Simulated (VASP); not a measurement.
Input of a VASP 6.6.1 run:

INCAR

```
SYSTEM = CuAs
  PREC = Accurate
  ENCUT = 520
  EDIFF = 1E-7
  ISMEAR = 0
  SIGMA = 0.15
  LREAL = .FALSE.
  LASPH = .TRUE.
  NELM = 60
  ALGO = Normal
  ISIF = 2
  LWAVE = .FALSE.
  LCHARG = .FALSE.
  GGA = CA
  NBANDS = 24
```

KPOINTS

```
regular mesh
0
G
  15 15 10
  0 0 0
```

POSCAR

```
CuAs
1.0
    3.5303837402      0.0000000000      0.0000000000
   -1.7651918701      3.0574020041      0.0000000000
    0.0000000000      0.0000000000      5.1229398453
Cu As
2 2
Direct
    0.0000000000      0.0000000000      0.5000000000
    0.0000000000      0.0000000000      0.0000000000
    0.6666666667      0.3333333333      0.7500000000
    0.3333333333      0.6666666667      0.2500000000
```

Potentials or basis: VASP PAW LDA potentials, release 64 (Cu, As).

Command:

```bash
$ cat potpaw_LDA.64/Cu/POTCAR potpaw_LDA.64/As/POTCAR > POTCAR
$ mpirun -np 1 vasp_std > vasp.out
```

(1) Estimate the band gap on the k mesh.

(2) Estimate the pressure.

Answers

(1) zero (band 16 reaches 10.42 eV, above the bottom of band 17 at 7.36 eV).

(2) 14.3 GPa.
